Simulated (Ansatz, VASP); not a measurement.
Cu2H in VASP and in Ansatz

```
Cu H
1.0
     1.31945    0.76178    4.42496
    -1.31945    0.76178    4.42496
     0.00000   -1.52357    4.42496
Cu H
2 1
Cartesian
  0.0000 0.0000 10.0180
  0.0000 0.0000 3.2569
  0.0000 0.0000 0.0000
```

Alike in both runs: functional PBE; k mesh 6 × 6 × 6; occupations gaussian, width 0.1 eV; no spin polarisation.

Ansatz relaxed the structure, and its values are those at the end. VASP's run is a single point on that final structure, the one shown.

|  | VASP | Ansatz |
| --- | --- | --- |
| version | VASP 6.6.1 | Ansatz 0.2.0 |
| potentials or method | VASP PAW PBE potentials, release 64 (Cu, H), cutoff 520 eV | scalar-relativistic, plane waves, PAW |
| valence electrons in the cell | 23 | 39 |

VASP gave:

| Item | Value |
| --- | --- |
| gap on the k mesh at the Fermi level (eV) | none |
| pressure (GPa) | 0.4 |
| rms of the force components (eV/Å) | 0.004 |

Which values does Ansatz return?

gap on the k mesh at the Fermi level (eV): none; pressure (GPa): 0.0; rms of the force components (eV/Å): 0.000.

A gap of «none» marks a metal or a gap that the smearing closes. VASP's potentials hold 23 valence electrons a cell and Ansatz's 39, so a difference there can come from the potentials and not from the codes.

The k mesh is coarse, so the values compare programs but aren't converged.
